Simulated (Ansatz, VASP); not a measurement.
# One calculation of GaSb, two programs

POSCAR

```
GaSb
1.0
    0.0000000000      2.9892318294      3.1295474612
    2.9892318294      0.0000000000      3.1295474612
    2.9892318294      2.9892318294      0.0000000000
Ga Sb
1 1
Direct
    0.0000000000      0.0000000000      0.0000000000
    0.2500000000      0.2500000000      0.2500000000
```

INCAR.step1

```
SYSTEM = GaSb
  PREC = Accurate
  ENCUT = 520
  ISMEAR = -1
  SIGMA = 0.02
  LREAL = .False.
  LASPH = .True.
  NELM = 80
  NBANDS = 16
  GGA = PE
  ALGO = Normal
  EDIFF = 1E-4
  LWAVE = .True.
  LCHARG = .False.
```

Contents of INCAR.step2:

```
SYSTEM = GaSb
  PREC = Accurate
  ENCUT = 520
  EDIFF = 1E-6
  ISMEAR = -1
  SIGMA = 0.02
  LREAL = .False.
  LASPH = .True.
  NELM = 80
  ALGO = Normal
  ISIF = 2
  LWAVE = .False.
  LCHARG = .False.
  METAGGA = R2SCAN
  LMIXTAU = .True.
  NBANDS = 16
  ISTART = 1
```

The input KPOINTS:

```
Automatic mesh
0
Gamma
  8 8 8
  0 0 0
```

Input for Ansatz:

```yaml
crystal:
  lattice:
    - [0.0, 2.9892318294, 3.1295474612]
    - [2.9892318294, 0.0, 3.1295474612]
    - [2.9892318294, 2.9892318294, 0.0]
  atoms:
    - { symbol: Ga, position: [0.0, 0.0, 0.0] }
    - { symbol: Sb, position: [0.25, 0.25, 0.25] }
kpoints:
  mp_grid: { grid: [8, 8, 8] }
  band_path:
    path:
      - [0.0, 0.0, 0.0]
      - [-0.5, -0.5, 0.0]
      - [-0.375, -0.375, 0.25]
      - [-0.375, 0.0, 0.375]
      - [0.0, 0.0, 0.5]
      - [-0.5, -0.25, 0.25]
    npoints: 1
hamiltonian:
  xc: r2scan
scf:
  occupations: { method: fermi_dirac, width: 0.02 }
  n_extra_bands: 4
output:
  forces: true
  stress: true
  eigenvalues: true
  write_density: true
  write_potential: true
  elf: true
  volumetric_format: npy
```

Change from the starting cell: epitaxial_xy strain -2.5%.

Alike in both runs: task single point; functional r2SCAN; k mesh 8 × 8 × 8; occupations fermi-dirac, width 0.02 eV; no spin polarisation.

```csv
,VASP,Ansatz
version,VASP 6.6.1,Ansatz 0.2.0
potentials or method,"VASP PAW PBE potentials, release 64 (Ga_d, Sb)","plane waves, PAW"
plane-wave cutoff (eV),520,500
valence electrons in the cell,18,28
```

VASP gave:

| Property | Result |
| --- | --- |
| pressure (GPa) | 1.8 |
| traceless stress, the component that is largest in VASP (GPa) | -1.67 |

Which values does Ansatz return?

Pressure (GPa): 1.7; traceless stress, the component that is largest in VASP (GPa): -1.68.

VASP's potentials were made for PBE, not for r2SCAN. With one functional, cell and mesh, what is left measures potentials, basis and numerics. VASP's potentials hold 18 valence electrons a cell and Ansatz's 28, so a difference there can come from the potentials and not from the codes.

Neither program's run includes spin-orbit coupling.
